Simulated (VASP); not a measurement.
Wanted: the native input for a VASP 6.6.1 run.

* Task: relaxation of cell and atoms
* Functional: PBE
* Potentials or basis: VASP PAW PBE potentials, release 64 (Al, Sb, In_d)
* Cutoff: 500 eV
* k mesh: 6 × 6 × 2
* Occupations: fermi-dirac, width 0.02 eV
* Spin: no spin polarisation
* Dipole correction: no
* Further INCAR settings: ALGO = Normal; EDIFF = 1e-07; IBRION = 2; EDIFFG = -0.005; NSW = 80; ISIF = 3

The structure of Al3InSb4 lies in POSCAR:

```
Al3InSb4
1.0
    4.2730940315      0.0000000000      0.0000000000
    0.0000000000      4.2730940315      0.0000000000
    0.0000000000      0.0000000000     12.0861350652
Al Sb In
3 4 1
Direct
    0.0000000000      0.0000000000      0.7500000000
    0.5000000000      0.5000000000      0.0000000000
    0.0000000000      0.0000000000      0.2500000000
    0.0000000000      0.5000000000      0.8750000000
    0.5000000000      0.0000000000      0.1250000000
    0.0000000000      0.5000000000      0.3750000000
    0.5000000000      0.0000000000      0.6250000000
    0.5000000000      0.5000000000      0.5000000000
```

These files were run (other wordings do the same):

INCAR

```
SYSTEM = Al3InSb4
PREC = Accurate ; ENCUT = 500
EDIFF = 1E-7 ; ISMEAR = -1
SIGMA = 0.02 ; LREAL = .False.
LASPH = .True. ; NELM = 120
ALGO = Normal ; ISIF = 3
LWAVE = .False. ; LCHARG = .False.
GGA = PE ; IBRION = 2
NSW = 80 ; EDIFFG = -0.005
GGA_COMPAT = .False. ; NELMIN = 4
```

KPOINTS

```
Automatic mesh
0
Gamma
  6 6 2
  0 0 0
```

Potentials or basis: VASP PAW PBE potentials, release 64 (Al, Sb, In_d).

The run is started by

```bash
$ cat potpaw_PBE.64/Al/POTCAR potpaw_PBE.64/Sb/POTCAR potpaw_PBE.64/In_d/POTCAR > POTCAR
$ mpirun -np 1 vasp_std > vasp.out
```

Results of the run:

| Quantity | Value |
| --- | --- |
| Relaxed volume | 31.69 Å³/atom |
| Relaxed cell | a = 4.477 Å, b = 4.477 Å, c = 12.649 Å, α = 90.00°, β = 90.00°, γ = 90.00° |
| Space group after relaxing (to 0.1 Å) | P-4m2 (No. 115) |
| Energy gained by relaxing | 129.4 meV/atom |
| Ionic steps | 10 |
| Pressure after relaxing | 0.0 GPa |
| Largest force after relaxing | 0.005 eV/Å |
| Band gap on the k mesh | 0.71 eV |

Caveat: semilocal functionals underestimate gaps, and a narrow one can read as zero; spin-orbit coupling is left out, which moves the levels of the heavy elements.

Wall time 15 min on 1 thread of Oxide Virtual Turin-like Processor (shared host), peak memory 0.34 GiB.
